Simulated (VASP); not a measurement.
A run of VASP 6.6.1 is set up as follows.

INCAR

```
PREC = Accurate ; ENCUT = 520
EDIFF = 1E-6 ; ISMEAR = 0
SIGMA = 0.01 ; LREAL = False
LASPH = True ; NELM = 100
ALGO = Normal ; ISIF = 2
LWAVE = False ; LCHARG = False
GGA = PE ; NBANDS = 11
```

The input KPOINTS:

```
regular mesh
0
Gamma
  8 8 8
```

The input POSCAR:

```
SiC
1.0
    0.0000000000      2.1766832975      2.1766832975
    2.1766832975      0.0000000000      2.1766832975
    2.1766832975      2.1766832975      0.0000000000
Si C
1 1
Direct
    0.0000000000      0.0000000000      0.0000000000
    0.2500000000      0.2500000000      0.2500000000
```

Potentials or basis: VASP PAW PBE potentials, release 64 (Si, C).

Command:

```bash
$ cat potpaw_PBE.64/Si/POTCAR potpaw_PBE.64/C/POTCAR > POTCAR
$ mpirun -np 1 vasp_std > vasp.out
```

Task: Estimate the band gap on the k mesh.

Result: 1.35 eV, indirect (least direct gap 4.54 eV).

Task: Estimate the pressure.

Result: 3.9 GPa.

A k mesh can miss the band edges.
